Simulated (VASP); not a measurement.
Input of a VASP 6.6.1 run:

The input INCAR:

```
SYSTEM = C2N
PREC = Accurate
ENCUT = 600
EDIFF = 1E-7
ISMEAR = 0
SIGMA = 0.1
LREAL = .FALSE.
LASPH = .TRUE.
NELM = 100
ALGO = Normal
ISIF = 3
LWAVE = .FALSE.
LCHARG = .FALSE.
GGA = PE
IBRION = 2
NSW = 90
EDIFFG = -0.04
```

The input KPOINTS:

```
regular mesh
0
G
  3 3 6
  0 0 0
```

POSCAR

```
C2N
1.0
    6.1227358329      0.0000000000      0.0000000000
   -3.0613679165      5.3024447720      0.0000000000
    0.0000000000      0.0000000000      2.4953105627
C N
4 2
Direct
    0.6666666667      0.3333333333      0.2500000000
    0.3333333333      0.6666666667      0.7500000000
    0.0000000000      0.0000000000      0.0000000000
    0.0000000000      0.0000000000      0.5000000000
    0.6666666667      0.3333333333      0.7500000000
    0.3333333333      0.6666666667      0.2500000000
```

Potentials or basis: VASP PAW PBE potentials, release 64 (C, N).

The run is started by

```console
$ cat potpaw_PBE.64/C/POTCAR potpaw_PBE.64/N/POTCAR > POTCAR
$ mpirun -np 1 vasp_std > vasp.out
```

(1) Estimate the relaxed volume.

(2) Predict the relaxed cell.

(3) Predict the space group after relaxing (to 0.1 Å).

## Answers

(1) 13.51 Å³/atom.

(2) a = 6.123 Å, b = 6.123 Å, c = 2.497 Å, α = 90.00°, β = 90.00°, γ = 120.00°.

(3) P6_3/mmc (No. 194).

Caveat: the k points lie up to 0.42 Å⁻¹ apart in the final cell; the highest band is partly filled, so the run has too few bands.
